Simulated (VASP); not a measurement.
Here is a VASP 6.6.1 calculation.

The input INCAR:

```
SYSTEM = Cs2H4Pb
PREC = Accurate ; ENCUT = 520
EDIFF = 1E-7 ; ISMEAR = -1
SIGMA = 0.03 ; LREAL = .False.
LASPH = .True. ; NELM = 80
ALGO = Normal ; ISIF = 2
LWAVE = .False. ; LCHARG = .False.
GGA = PS ; NBANDS = 27
```

File KPOINTS:

```
regular mesh
0
Gamma
  8 8 8
  0 0 0
```

File POSCAR:

```
Cs2H4Pb
1.0
   -2.0020370909      1.7099910698      9.9338131832
    2.0020370909     -1.7099910698      9.9338131832
    2.0020370909      1.7099910698     -9.9338131832
Cs H Pb
2 4 1
Direct
    0.1757691039      0.1757691039      0.0000000000
    0.8242308961      0.8242308961      0.0000000000
    0.3581652803      0.3581652803      0.0000000000
    0.6418347197      0.6418347197      0.0000000000
    0.4453068723      0.9453068723      0.5000000000
    0.5546931277      0.0546931277      0.5000000000
    0.0000000000      0.5000000000      0.5000000000
```

Potentials or basis: VASP PAW PBE potentials, release 64 (Cs_sv, H, Pb_d).

Command:

```console
$ cat potpaw_PBE.64/Cs_sv/POTCAR potpaw_PBE.64/H/POTCAR potpaw_PBE.64/Pb_d/POTCAR > POTCAR
$ mpirun -np 1 vasp_std > vasp.out
```

What does it give for the largest force?

0.007 eV/Å.

Predict the band gap on the k mesh.

zero (bands 18 and 19 overlap by 1.08 eV).

Predict the pressure.

0.1 GPa.

Stress tensor (GPa, compression positive):
```
0.11 0.00 0.00
0.00 0.13 0.00
0.00 0.00 0.02
```

Caveat: the PAW data sets were made with another functional, which shifts forces and pressure a little; spin-orbit coupling is left out, which moves the levels of the heavy elements.
